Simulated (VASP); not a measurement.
# GaN (F-43m) in VASP: single point with r2SCAN

Aim: the single point of GaN with r2SCAN.

Everything below comes from runs of VASP 6.6.1. Logs are shortened: lines on timing, memory, paths and dates and some standing lists are left out, and cuts for length are marked.

### 1 The cell of the first run

The structure is cubic, space group F-43m (No. 216). Conventional cell: a = 4.498 Å, b = 4.498 Å, c = 4.498 Å, α = 90.00°, β = 90.00°, γ = 90.00°. Ga (site symmetry -43m) has 4 N at 1.95 Å within 2.6 Å. Within 2.6 Å of N (site symmetry -43m) lie 4 Ga at 1.95 Å.

### 2 Single point, r2SCAN

The input, POSCAR:

```
GaN
1.0
    0.0000000000      2.2489458437      2.2489458437
    2.2489458437      0.0000000000      2.2489458437
    2.2489458437      2.2489458437      0.0000000000
Ga N
1 1
Direct
    0.0000000000      0.0000000000      0.0000000000
    0.2500000000      0.2500000000      0.2500000000
```

The input, INCAR.step1:

```
  PREC = Accurate
  ENCUT = 1460
  ISMEAR = -1
  SIGMA = 0.05
  LREAL = False
  LASPH = True
  NELM = 120
  NBANDS = 16
  GGA = PE
  ALGO = Normal
  EDIFF = 1E-5
  LWAVE = True
  LCHARG = False
  GGA_COMPAT = False
```

The input, INCAR.step2:

```
  PREC = Accurate
  ENCUT = 1460
  EDIFF = 1E-6
  ISMEAR = -1
  SIGMA = 0.05
  LREAL = False
  LASPH = True
  NELM = 120
  ALGO = Normal
  ISIF = 2
  LWAVE = False
  LCHARG = False
  METAGGA = R2SCAN
  LMIXTAU = True
  NBANDS = 16
  ISTART = 1
  GGA_COMPAT = False
```

The input, KPOINTS:

```
Automatic mesh
0
Gamma
  16 16 16
```

Potentials or basis: VASP PAW PBE potentials, release 64 (Ga_d, N_h).

Command:

```sh
$ cat potpaw_PBE.64/Ga_d/POTCAR potpaw_PBE.64/N_h/POTCAR > POTCAR
$ cp INCAR.step1 INCAR
$ mpirun -np 1 vasp_std > vasp.out
$ cp INCAR.step2 INCAR
$ mpirun -np 1 vasp_std > vasp.out
```

OUTCAR:

```text
PREC = Accurate
   ENCUT = 1460
   EDIFF = 1E-6
   ISMEAR = -1
   LREAL = False
   LASPH = True
   NELM = 120
   ISIF = 2
   METAGGA = R2SCAN
   ISTART = 1

 ion  position               nearest neighbor table
   1  0.000  0.000  0.000-   2 1.95   2 1.95   2 1.95   2 1.95
   2  0.250  0.250  0.250-   1 1.95   1 1.95   1 1.95   1 1.95

  LATTYP: Found a face centered cubic cell.
 ALAT       =     4.4978916874

  Lattice vectors:

 A1 = (   0.0000000000,   2.2489458437,   2.2489458437)
 A2 = (   2.2489458437,   0.0000000000,   2.2489458437)
 A3 = (   2.2489458437,   2.2489458437,   0.0000000000)

Analysis of symmetry for initial positions (statically):
=====================================================================
 Subroutine PRICEL returns:
 Original cell was already a primitive cell.

 Routine SETGRP: Setting up the symmetry group for a
 face centered cubic supercell.

 Subroutine GETGRP returns: Found 24 space group operations
 (whereof 24 operations were pure point group operations)
 out of a pool of 48 trial point group operations.

The static configuration has the point symmetry T_d .

Analysis of symmetry for dynamics (positions and initial velocities):
=====================================================================
 Subroutine PRICEL returns:
 Original cell was already a primitive cell.

 Routine SETGRP: Setting up the symmetry group for a
 face centered cubic supercell.

 Subroutine GETGRP returns: Found 24 space group operations
 (whereof 24 operations were pure point group operations)
 out of a pool of 48 trial point group operations.

The dynamic configuration has the point symmetry T_d .

 Subroutine INISYM returns: Found 24 space group operations
 (whereof 24 operations are pure point group operations),
 and found     1 'primitive' translations

----------------------------------------------------------------------------------------

                                     Primitive cell

  volume of cell :      22.7492

  direct lattice vectors                    reciprocal lattice vectors
     0.000000000  2.248945844  2.248945844    -0.222326385  0.222326385  0.222326385
     2.248945844  0.000000000  2.248945844     0.222326385 -0.222326385  0.222326385
     2.248945844  2.248945844  0.000000000     0.222326385  0.222326385 -0.222326385

  length of vectors
     3.180489713  3.180489713  3.180489713     0.385080595  0.385080595  0.385080595

  position of ions in fractional coordinates (direct lattice)
     0.000000000  0.000000000  0.000000000
     0.250000000  0.250000000  0.250000000

  ion indices of the primitive-cell ions
   primitive index   ion index
                 1           1
                 2           2

----------------------------------------------------------------------------------------

 KPOINTS: Automatic mesh

Automatic generation of k-mesh.
 Grid dimensions read from file:
 generate k-points for:   16   16   16

 Generating k-lattice:

  Cartesian coordinates                     Fractional coordinates (reciprocal lattice)
    -0.013895399  0.013895399  0.013895399     0.062500000  0.000000000  0.000000000
     0.013895399 -0.013895399  0.013895399     0.000000000  0.062500000  0.000000000
     0.013895399  0.013895399 -0.013895399     0.000000000  0.000000000  0.062500000

  Length of vectors
     0.024067537  0.024067537  0.024067537

  Shift w.r.t. Gamma in fractional coordinates (k-lattice)
     0.000000000  0.000000000  0.000000000

 Subroutine IBZKPT returns following result:
 ===========================================

 Found    145 irreducible k-points:

 Following reciprocal coordinates:
            Coordinates               Weight
  0.000000  0.000000  0.000000      1.000000
  0.062500  0.000000  0.000000      8.000000
  0.125000  0.000000  0.000000      8.000000
  0.187500  0.000000  0.000000      8.000000
  0.250000  0.000000  0.000000      8.000000
  0.312500  0.000000  0.000000      8.000000
[... 16 lines left out ...]
 -0.125000  0.062500  0.000000     24.000000
 -0.062500  0.062500  0.000000     12.000000
 [... further k-points ...]
   k-points           NKPTS =    145   k-points in BZ     NKDIM =    145   number of bands    NBANDS=     16
   number of dos      NEDOS =    301   number of ions     NIONS =      2
   total plane-waves  NPLWV =  64000
   dimension x,y,z NGX =    40 NGY =   40 NGZ =   40
   dimension x,y,z NGXF=    80 NGYF=   80 NGZF=   80
   ions per type =               1   1
   NGX,Y,Z   is equivalent  to a cutoff of  20.91, 20.91, 20.91 a.u.
   NGXF,Y,Z  is equivalent  to a cutoff of  41.82, 41.82, 41.82 a.u.
 SYSTEM =  unknown system
   PREC   = accura    normal or accurate (medium, high low for compatibility)
   ISTART =      1    job   : 0-new  1-cont  2-samecut
   ICHARG =      0    charge: 1-file 2-atom 10-const
   ISPIN  =      1    spin polarized calculation?
   LNONCOLLINEAR =      F non collinear calculations
   LSORBIT =      F    spin-orbit coupling
   LASPH  =      T    aspherical Exc in radial PAW
   ENCUT  = 1460.0 eV 107.31 Ry   10.36 a.u.   9.91  9.91  9.91*2*pi/ulx,y,z
   NELM   =    120;   NELMIN=  2; NELMDL=  0     # of ELM steps
   EDIFF  = 0.1E-05   stopping-criterion for ELM
   LREAL  =      F    real-space projection
   EDIFFG = 0.1E-04   stopping-criterion for IOM
   NSW    =      0    number of steps for IOM
   IBRION =     -1    ionic relax: 0-MD 1-quasi-New 2-CG
   NFREE  =      0    steps in history (QN), initial steepest desc. (CG)
   ISIF   =      2    stress and relaxation
   ISYM   =      2    0-nonsym 1-usesym 2-fastsym
   POTIM  = 0.5000    time-step for ionic-motion
   TEBEG  =    0.0;   TEEND  =   0.0 temperature during run
   PSTRESS=    0.0 pullay stress
   NELECT =      18.0000    total number of electrons
   NUPDOWN=      -1.0000    fix difference up-down
   EMIN   =  10.00;   EMAX   =-10.00  energy-range for DOS
   EFERMI =   0.00;   METHOD = LEGACY
   ISMEAR =    -1;   SIGMA  =   0.05  broadening in eV -4-tet -1-fermi 0-gaus
   EFERMI_NEDOS =   21; number of points for ismear=-14 and -15
   IALGO  =     38    algorithm
   IMIX   =      4    mixing-type and parameters
     AMIX     =   0.40;   BMIX     =  1.00
     AMIX_MAG =   1.60;   BMIX_MAG =  1.00
  volume/ion in A,a.u.               =      11.37        76.76
  Fermi-wavevector in a.u.,A,eV,Ry     =   1.514177  2.861380 31.194516  2.292732
  Thomas-Fermi vector in A             =   2.623869
   LORBIT       =      0    0 simple, 1 ext, 2 COOP (PROOUT), +10 PAW based schemes
   METAGGA = R2SCAN    functional components
   LHFCALC =     F    Hartree Fock is set to
   AEXX    =    0.0000 exact exchange contribution
   IVDW    =     0    specifies the selected vdW correction
   LEPSILON=     F    determine dielectric tensor
   LRPA    =     F    only Hartree local field effects (RPA)
 non-spin polarized calculation
  energy-cutoff  :     1460.00
  volume of cell :       22.75
 maximum number of plane-waves:      2895
   NGX = 19   NGY = 19   NGZ = 19

 number of electron      17.9999999 magnetization

 Free energy of the ion-electron system (eV)
  ---------------------------------------------------
  ext. energy  EPLUGINS =         0.00000000
  ---------------------------------------------------
  free energy    TOTEN  =       -21.90025393 eV

  energy without entropy =      -21.90025393  energy(sigma->0) =      -21.90025393

 E-fermi :   6.2988     XC(G=0): -12.6618

 val. band max:        5.3785833541   @ k =   0.0000   0.0000   0.0000
 cond. band min:       7.5380141604   @ k =   0.0000   0.0000   0.0000
 fundamental gap:      2.1594308064
 Fermi energy:         6.2988204888

 k-point     1 :       0.0000    0.0000    0.0000
  band No.  band energies     occupation
      1     -11.4047      2.00000
      2      -8.4561      2.00000
      3      -8.4561      2.00000
      4      -8.4561      2.00000
      5      -8.0985      2.00000
      6      -8.0985      2.00000
[... 8 lines left out ...]
     15      25.1567      0.00000
     16      25.1567      0.00000

 k-point     2 :       0.0625    0.0000    0.0000
  band No.  band energies     occupation
      1     -11.3601      2.00000
      2      -8.4502      2.00000
      3      -8.4502      2.00000
      4      -8.4412      2.00000
      5      -8.0991      2.00000
      6      -8.0991      2.00000
[... 8 lines left out ...]
     15      24.2997      0.00000
     16      24.2997      0.00000

 k-point     3 :       0.1250    0.0000    0.0000
  band No.  band energies     occupation
      1     -11.2336      2.00000
      2      -8.4342      2.00000
      3      -8.4342      2.00000
      4      -8.3903      2.00000
      5      -8.1000      2.00000
      6      -8.1000      2.00000
[... 8 lines left out ...]
     15      23.4238      0.00000
     16      23.5501      0.00000

 k-point     4 :       0.1875    0.0000    0.0000
  band No.  band energies     occupation
      1     -11.0476      2.00000
      2      -8.4122      2.00000
      3      -8.4122      2.00000
      4      -8.2847      2.00000
      5      -8.0992      2.00000
      6      -8.0992      2.00000
[... 8 lines left out ...]
     15      22.9704      0.00000
     16      22.9704      0.00000

 k-point     5 :       0.2500    0.0000    0.0000
  band No.  band energies     occupation
      1     -10.8391      2.00000
      2      -8.3902      2.00000
      3      -8.3902      2.00000
      4      -8.0983      2.00000
      5      -8.0938      2.00000
      6      -8.0938      2.00000
[... 8 lines left out ...]
     15      23.0541      0.00000
     16      23.0541      0.00000

 k-point     6 :       0.3125    0.0000    0.0000
  band No.  band energies     occupation
      1     -10.6501      2.00000
      2      -8.3732      2.00000
      3      -8.3732      2.00000
      4      -8.0829      2.00000
      5      -8.0829      2.00000
      6      -7.8135      2.00000
[... 8 lines left out ...]
     15      23.6570      0.00000
     16      23.6570      0.00000

 k-point     7 :       0.3750    0.0000    0.0000
  band No.  band energies     occupation
      1     -10.5113      2.00000
      2      -8.3632      2.00000
      3      -8.3632      2.00000
      4      -8.0689      2.00000
      5      -8.0689      2.00000
      6      -7.4536      2.00000
[... 8 lines left out ...]
     15      24.6188      0.00000
     16      24.6188      0.00000

 k-point     8 :       0.4375    0.0000    0.0000
  band No.  band energies     occupation
      1     -10.4311      2.00000
      2      -8.3586      2.00000
      3      -8.3586      2.00000
      4      -8.0571      2.00000
      5      -8.0571      2.00000
      6      -7.1173      2.00000
[... 8 lines left out ...]
     15      25.6570      0.00000
     16      25.6570      0.00000

 k-point     9 :       0.5000    0.0000    0.0000
  band No.  band energies     occupation
      1     -10.4055      2.00000
      2      -8.3574      2.00000
      3      -8.3574      2.00000
      4      -8.0526      2.00000
      5      -8.0526      2.00000
      6      -6.9719      2.00000
[... 8 lines left out ...]
     15      26.1876      0.00000
     16      26.1876      0.00000
[... 172 lines left out ...]
 k-point    19 :      -0.3750    0.0625    0.0000
  band No.  band energies     occupation
      1     -10.4635      2.00000
      2      -8.3577      2.00000
      3      -8.3550      2.00000
      4      -8.0747      2.00000
      5      -8.0647      2.00000
      6      -7.2994      2.00000
[... 8 lines left out ...]
     15      24.2538      0.00000
     16      25.6092      0.00000

 k-point    20 :      -0.3125    0.0625    0.0000
  band No.  band energies     occupation
      1     -10.5790      2.00000
      2      -8.3648      2.00000
      3      -8.3636      2.00000
      4      -8.0914      2.00000
      5      -8.0774      2.00000
      6      -7.6640      2.00000
[... 8 lines left out ...]
     15      23.1206      0.00000
     16      24.9020      0.00000

 k-point    21 :      -0.2500    0.0625    0.0000
  band No.  band energies     occupation
      1     -10.7481      2.00000
      2      -8.3815      2.00000
      3      -8.3760      2.00000
      4      -8.1039      2.00000
      5      -8.1003      2.00000
      6      -7.9704      2.00000
[... 8 lines left out ...]
     15      22.4011      0.00000
     16      24.3949      0.00000

 k-point    22 :      -0.1875    0.0625    0.0000
  band No.  band energies     occupation
      1     -10.9487      2.00000
      2      -8.4037      2.00000
      3      -8.3948      2.00000
      4      -8.2222      2.00000
      5      -8.1091      2.00000
      6      -8.0796      2.00000
[... 8 lines left out ...]
     15      22.5150      0.00000
     16      24.4125      0.00000

 k-point    23 :      -0.1250    0.0625    0.0000
  band No.  band energies     occupation
      1     -11.1419      2.00000
      2      -8.4264      2.00000
      3      -8.4166      2.00000
      4      -8.3490      2.00000
      5      -8.1081      2.00000
      6      -8.0913      2.00000
[... 8 lines left out ...]
     15      22.7986      0.00000
     16      24.8391      0.00000

 k-point    24 :      -0.0625    0.0625    0.0000
  band No.  band energies     occupation
      1     -11.2882      2.00000
      2      -8.4434      2.00000
      3      -8.4364      2.00000
      4      -8.4166      2.00000
      5      -8.1038      2.00000
      6      -8.0957      2.00000
[... 8 lines left out ...]
     15      23.4134      0.00000
     16      24.9365      0.00000

 [... further k-points ...]

------------------------ aborting loop because EDIFF is reached ----------------------------------------

  FORCE on cell =-STRESS in cart. coord.  units (eV):
  Direction    XX          YY          ZZ          XY          YZ          ZX
  --------------------------------------------------------------------------------------
  -------------------------------------------------------------------------------------
  Total        0.1595639      0.1595639      0.1595639      0.0000000     -0.0000000      0.0000000
  in kB       11.2377212     11.2377212     11.2377212      0.0000000     -0.0000000      0.0000000
  external PRESSURE =      11.2377212 kB  Pullay stress =       0.0000000 kB

 VOLUME and BASIS-vectors are now :
 -----------------------------------------------------------------------------
  energy-cutoff  :     1460.00
  volume of cell :       22.75
      direct lattice vectors                 reciprocal lattice vectors
     0.000000000  2.248945844  2.248945844    -0.222326385  0.222326385  0.222326385
     2.248945844  0.000000000  2.248945844     0.222326385 -0.222326385  0.222326385
     2.248945844  2.248945844  0.000000000     0.222326385  0.222326385 -0.222326385

 POSITION                                       TOTAL-FORCE (eV/Angst)
 -----------------------------------------------------------------------------------
      0.00000      0.00000      0.00000         0.000000     -0.000000      0.000000
      1.12447      1.12447      1.12447        -0.000000      0.000000     -0.000000
 -----------------------------------------------------------------------------------
    total drift:                               -0.000000     -0.000000     -0.000000

  FREE ENERGIE OF THE ION-ELECTRON SYSTEM (eV)
  ---------------------------------------------------
  free  energy   TOTEN  =       -21.9002539348 eV

  energy  without entropy=      -21.9002539347  energy(sigma->0) =      -21.90025393
```

Wall time 11 min (1 thread of Intel Xeon Platinum 8259CL at 2.50GHz (Skylake/Cascade Lake), shared host); peak memory 0.45 GiB.

What came out:

* Free energy: -21.9003 eV
* Pressure: 1.1 GPa
* Band gap on the k mesh: 2.16 eV

Caveat: the PAW data sets were made with another functional, which shifts forces and pressure a little. A k mesh can miss the band edges.
